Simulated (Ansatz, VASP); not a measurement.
# Two plane-wave programs on Fe

```
Fe
1.0
     2.42731    0.00000    0.00000
    -1.21366    2.10211    0.00000
     0.00000    0.00000    3.84590
Fe
2
Direct
  0.33333 0.66667 0.25000
  0.66667 0.33333 0.75000
```

Alike in both runs: task relaxation of cell and atoms; functional PBEsol; k mesh 18 × 18 × 12; occupations gaussian, width 0.1 eV; no spin polarisation.

|  | VASP | Ansatz |
| --- | --- | --- |
| version | VASP 6.6.1 | Ansatz 0.2.0 |
| potentials or method | VASP PAW PBE potentials, release 64 (Fe), cutoff 600 eV | scalar-relativistic, plane waves, PAW |
| valence electrons in the cell | 16 | 32 |

|  | VASP | Ansatz | Ansatz less VASP |
| --- | --- | --- | --- |
| gap on the k mesh at the Fermi level, each at its own relaxed structure (eV) | none | none | - |
| relaxed volume (Å³/atom) | 9.80 | 9.81 | +0.014 |
| relaxed cell length with the largest relative difference (Å) | 3.838 | 3.842 | +0.0036 |

VASP's potentials were made for PBE, not for PBEsol. A gap of «none» marks a metal or a gap that the smearing closes. VASP's potentials hold 16 valence electrons a cell and Ansatz's 32, so a difference there can come from the potentials and not from the codes.
